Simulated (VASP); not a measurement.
# Bi (R-3m) in VASP: notebook

Runs on Bi. Level: PBE. Tasks: single point.

Everything below comes from runs of VASP 6.6.1. Logs are shortened: lines on timing, memory, paths and dates and some standing lists are left out, and cuts for length are marked.

### 1 The cell of the first run

Symmetry: R-3m, No. 166, trigonal system. The conventional cell has a = 4.546 Å, b = 4.546 Å, c = 11.981 Å, α = 90.00°, β = 90.00°, γ = 120.00°. Bi (site symmetry 3m) has 6 Bi at 3.08 to 3.54 Å within 4.1 Å.

### 2 Single point, PBE (zz strain of +1 %)

The input, INCAR:

```
SYSTEM = Bi
  ALGO = Normal
  EDIFF = 1E-6
  ENCUT = 520
  GGA = PE
  ISIF = 2
  ISMEAR = -1
  LASPH = .True.
  LCHARG = .False.
  LREAL = .False.
  LWAVE = .False.
  NBANDS = 22
  NELM = 60
  PREC = Accurate
  SIGMA = 0.03
```

The input, KPOINTS:

```
k-points
0
Gamma
  11 11 11
  0 0 0
```

The input, POSCAR:

```
Bi
1.0
    2.2729996784      1.3123169762      3.9935400000
   -2.2729996784      1.3123169762      3.9935400000
    0.0000000000     -2.6246339523      3.9935400000
Bi
2
Direct
    0.2338900000      0.2338900000      0.2338900000
    0.7661100000      0.7661100000      0.7661100000
```

Potentials or basis: VASP PAW PBE potentials, release 64 (Bi_d).

Launch:

```console
$ cat potpaw_PBE.64/Bi_d/POTCAR > POTCAR
$ mpirun -np 1 vasp_std > vasp.out
```

OUTCAR:

```text
SYSTEM = Bi
   EDIFF = 1E-6
   ENCUT = 520
   GGA = PE
   ISIF = 2
   ISMEAR = -1
   LASPH = .True.
   LREAL = .False.
   NELM = 60
   PREC = Accurate

 ion  position               nearest neighbor table
   1  0.234  0.234  0.234-   2 3.08   2 3.08   2 3.08   2 3.54   2 3.54   2 3.54
   2  0.766  0.766  0.766-   1 3.08   1 3.08   1 3.08   1 3.54   1 3.54   1 3.54

  LATTYP: Found a trigonal (rhomboedric) cell.
 ALAT       =     4.7788141956
 COS(alpha) =     0.5475313915

  Lattice vectors:

 A1 = (   2.2729996784,   1.3123169762,   3.9935400000)
 A2 = (  -2.2729996784,   1.3123169762,   3.9935400000)
 A3 = (   0.0000000000,  -2.6246339523,   3.9935400000)

Analysis of symmetry for initial positions (statically):
=====================================================================
 Subroutine PRICEL returns:
 Original cell was already a primitive cell.

 Routine SETGRP: Setting up the symmetry group for a
 trigonal (rhombohedral) supercell.

 Subroutine GETGRP returns: Found 12 space group operations
 (whereof 12 operations were pure point group operations)
 out of a pool of 12 trial point group operations.

The static configuration has the point symmetry D_3d.

Analysis of symmetry for dynamics (positions and initial velocities):
=====================================================================
 Subroutine PRICEL returns:
 Original cell was already a primitive cell.

 Routine SETGRP: Setting up the symmetry group for a
 trigonal (rhombohedral) supercell.

 Subroutine GETGRP returns: Found 12 space group operations
 (whereof 12 operations were pure point group operations)
 out of a pool of 12 trial point group operations.

The dynamic configuration has the point symmetry D_3d.

 Subroutine INISYM returns: Found 12 space group operations
 (whereof 12 operations are pure point group operations),
 and found     1 'primitive' translations

----------------------------------------------------------------------------------------

                                     Primitive cell

  volume of cell :      71.4739

  direct lattice vectors                    reciprocal lattice vectors
     2.272999678  1.312316976  3.993540000     0.219973634  0.127001837  0.083468134
    -2.272999678  1.312316976  3.993540000    -0.219973634  0.127001837  0.083468134
     0.000000000 -2.624633952  3.993540000     0.000000000 -0.254003674  0.083468134

  length of vectors
     4.778814196  4.778814196  4.778814196     0.267366407  0.267366407  0.267366407
[... 77 lines left out ...]
   LSORBIT =      F    spin-orbit coupling
   LASPH  =      T    aspherical Exc in radial PAW
   ENCUT  =  520.0 eV  38.22 Ry    6.18 a.u.   8.89  8.89  8.89*2*pi/ulx,y,z
   NELM   =     60;   NELMIN=  2; NELMDL= -5     # of ELM steps
   EDIFF  = 0.1E-05   stopping-criterion for ELM
   LREAL  =      F    real-space projection
   EDIFFG = 0.1E-04   stopping-criterion for IOM
   NSW    =      0    number of steps for IOM
   IBRION =     -1    ionic relax: 0-MD 1-quasi-New 2-CG
   NFREE  =      0    steps in history (QN), initial steepest desc. (CG)
   ISIF   =      2    stress and relaxation
   ISYM   =      2    0-nonsym 1-usesym 2-fastsym
   POTIM  = 0.5000    time-step for ionic-motion
   TEBEG  =    0.0;   TEEND  =   0.0 temperature during run
   PSTRESS=    0.0 pullay stress
   NELECT =      30.0000    total number of electrons
   NUPDOWN=      -1.0000    fix difference up-down
   EMIN   =  10.00;   EMAX   =-10.00  energy-range for DOS
   EFERMI =   0.00;   METHOD = LEGACY
   ISMEAR =    -1;   SIGMA  =   0.03  broadening in eV -4-tet -1-fermi 0-gaus
   EFERMI_NEDOS =   21; number of points for ismear=-14 and -15
   IALGO  =     38    algorithm
   IMIX   =      4    mixing-type and parameters
     AMIX     =   0.40;   BMIX     =  1.00
     AMIX_MAG =   1.60;   BMIX_MAG =  1.00
  volume/ion in A,a.u.               =      35.74       241.16
  Fermi-wavevector in a.u.,A,eV,Ry     =   1.225743  2.316319 20.442020  1.502446
  Thomas-Fermi vector in A             =   2.360770
   LORBIT       =      0    0 simple, 1 ext, 2 COOP (PROOUT), +10 PAW based schemes
   GGA     = PE    functional components
   LHFCALC =     F    Hartree Fock is set to
   AEXX    =    0.0000 exact exchange contribution
   IVDW    =     0    specifies the selected vdW correction
   LEPSILON=     F    determine dielectric tensor
   LRPA    =     F    only Hartree local field effects (RPA)
 non-spin polarized calculation
  energy-cutoff  :      520.00
  volume of cell :       71.47
 maximum number of plane-waves:      1964
   NGX = 17   NGY = 17   NGZ = 17

 number of electron      30.0000003 magnetization

 Free energy of the ion-electron system (eV)
  ---------------------------------------------------
  ext. energy  EPLUGINS =         0.00000000
  ---------------------------------------------------
  free energy    TOTEN  =        -7.76745483 eV

  energy without entropy =       -7.76683441  energy(sigma->0) =       -7.76714462

 E-fermi :   6.1497     XC(G=0):  -9.4566

 val. band max:        6.1471172205   @ k =   0.3636   0.1818   0.1818
 cond. band min:       6.2927847845   @ k =   0.4545   0.0909   0.0909
 fundamental gap:      0.1456675640
 Fermi energy:         6.1496817890

 k-point     1 :       0.0000    0.0000    0.0000
  band No.  band energies     occupation
      1     -16.7420      2.00000
      2     -16.7420      2.00000
      3     -16.5969      2.00000
      4     -16.5969      2.00000
      5     -16.5825      2.00000
      6     -16.4204      2.00000
[... 589 lines left out ...]
     21      14.1027      0.00000
     22      14.6286      0.00000

 [... further k-points ...]

------------------------ aborting loop because EDIFF is reached ----------------------------------------

  FORCE on cell =-STRESS in cart. coord.  units (eV):
  Direction    XX          YY          ZZ          XY          YZ          ZX
  --------------------------------------------------------------------------------------
  -------------------------------------------------------------------------------------
  Total        0.5812234      0.5812234      0.5480825     -0.0000000      0.0000000      0.0000000
  in kB       13.0288545     13.0288545     12.2859606     -0.0000000      0.0000000      0.0000000
  external PRESSURE =      12.7812232 kB  Pullay stress =       0.0000000 kB

 VOLUME and BASIS-vectors are now :
 -----------------------------------------------------------------------------
  energy-cutoff  :      520.00
  volume of cell :       71.47
      direct lattice vectors                 reciprocal lattice vectors
     2.272999678  1.312316976  3.993540000     0.219973634  0.127001837  0.083468134
    -2.272999678  1.312316976  3.993540000    -0.219973634  0.127001837  0.083468134
     0.000000000 -2.624633952  3.993540000     0.000000000 -0.254003674  0.083468134

 POSITION                                       TOTAL-FORCE (eV/Angst)
 -----------------------------------------------------------------------------------
      0.00000      0.00000      2.80215         0.000000      0.000000      0.136794
      0.00000      0.00000      9.17847         0.000000     -0.000000     -0.136794
 -----------------------------------------------------------------------------------
    total drift:                                0.000000     -0.000000      0.000000

  FREE ENERGIE OF THE ION-ELECTRON SYSTEM (eV)
  ---------------------------------------------------
  free  energy   TOTEN  =        -7.7674548290 eV

  energy  without entropy=       -7.7668344119  energy(sigma->0) =       -7.76714462
```

OSZICAR:

```text
N       E                     dE             d eps       ncg     rms          rms(c)
DAV:   1     0.307233199445E+03    0.30723E+03   -0.16228E+04  6436   0.162E+03
DAV:   2     0.184537413299E+02   -0.28878E+03   -0.28156E+03  6484   0.436E+02
DAV:   3    -0.685381434823E+01   -0.25308E+02   -0.25021E+02  7858   0.142E+02
DAV:   4    -0.773183081816E+01   -0.87802E+00   -0.87721E+00  7890   0.292E+01
DAV:   5    -0.776932766140E+01   -0.37497E-01   -0.37496E-01  9302   0.542E+00    0.105E+00
DAV:   6    -0.776712247962E+01    0.22052E-02   -0.16500E-02  8490   0.135E+00    0.638E-01
DAV:   7    -0.776722481697E+01   -0.10234E-03   -0.11574E-02  8060   0.120E+00    0.109E-01
DAV:   8    -0.776743230184E+01   -0.20748E-03   -0.14989E-03  7564   0.425E-01    0.230E-02
DAV:   9    -0.776745532984E+01   -0.23028E-04   -0.60526E-05  9276   0.589E-02    0.101E-02
DAV:  10    -0.776745431962E+01    0.10102E-05   -0.74071E-06  6546   0.255E-02    0.173E-03
DAV:  11    -0.776745482897E+01   -0.50935E-06   -0.64290E-07  5576   0.719E-03
   1 F= -.77674548E+01 E0= -.77671446E+01  d E =-.620417E-03
```

It took 100 s on 1 thread of Intel Xeon Platinum 8488C (Sapphire Rapids), shared host; peak memory 0.32 GiB.

What came out:

```
Free energy            : -7.7675 eV
Pressure               : 1.3 GPa
Largest force          : 0.137 eV/Å
Band gap on the k mesh : zero (band 15 reaches 6.15 eV, above the bottom of band 16 at 6.07 eV)
```

Forces in eV/Å, atoms in the order of the input:
```
Bi   0.000  0.000  0.137
Bi   0.000  0.000 -0.137
```

Levels at points of the mesh, in eV from the Fermi level:
```csv
k point,band 12,band 13,band 14,band 15,band 16,band 17,band 18,band 19
"(0.00, 0.00, 0.00)",-7.51,-1.49,-1.14,-1.14,2.48,2.94,2.94,5.65
```

Caveat: the cell differs from its parent crystal (zz strain of +1 %); spin-orbit coupling is left out, which moves the levels of the heavy elements.

### 3 Single point, PBE (zz strain of +3 %)

The input, INCAR:

```
ALGO     = Normal         # electronic algorithm
EDIFF    = 1E-6           # SCF threshold, eV
ENCUT    = 520            # plane-wave cutoff, eV
GGA      = PE             # functional
ISIF     = 2              # what is computed and relaxed
ISMEAR   = -1             # smearing method
LASPH    = T              # aspherical terms in the spheres
LCHARG   = F              # write CHGCAR
LREAL    = F              # projectors in reciprocal space
LWAVE    = F              # write WAVECAR
NBANDS   = 22             # bands
NELM     = 80             # most SCF steps
PREC     = Accurate       # precision mode
SIGMA    = 0.03           # smearing width, eV
```

The input, KPOINTS:

```
k-points
0
Gamma
  11 11 11
```

The input, POSCAR:

```
Bi
1.0
    2.2729996784      1.3123169762      4.0726200000
   -2.2729996784      1.3123169762      4.0726200000
    0.0000000000     -2.6246339523      4.0726200000
Bi
2
Direct
    0.2338900000      0.2338900000      0.2338900000
    0.7661100000      0.7661100000      0.7661100000
```

Potentials or basis: VASP PAW PBE potentials, release 64 (Bi_d).

Launch:

```console
$ cat potpaw_PBE.64/Bi_d/POTCAR > POTCAR
$ mpirun -np 1 vasp_std > vasp.out
```

Wall time 93 s (1 thread of Intel Xeon Platinum 8488C (Sapphire Rapids), shared host); peak memory 0.32 GiB.

The run converged. Its results:

```
Free energy            : -7.7741 eV
Pressure               : 0.5 GPa
Largest force          : 0.012 eV/Å
Band gap on the k mesh : zero (band 15 reaches 5.96 eV, above the bottom of band 16 at 5.84 eV)
```

Forces in eV/Å, atoms in the order of the input:
```
Bi   0.000  0.000  0.012
Bi   0.000  0.000 -0.012
```

Stress tensor (GPa, compression positive):
```
0.62 0.00 0.00
0.00 0.62 0.00
0.00 0.00 0.17
```

Levels at points of the mesh, in eV from the Fermi level:
```
           k point  band 11  band 12  band 13  band 14  band 15  band 16  band 17  band 18  band 19  band 20
(0.00, 0.00, 0.00)   -12.89    -7.62    -1.60    -1.07    -1.07     2.44     2.87     2.87     5.58     5.90
```

Caveat: the cell differs from its parent crystal (zz strain of +3 %); spin-orbit coupling is left out, which moves the levels of the heavy elements.
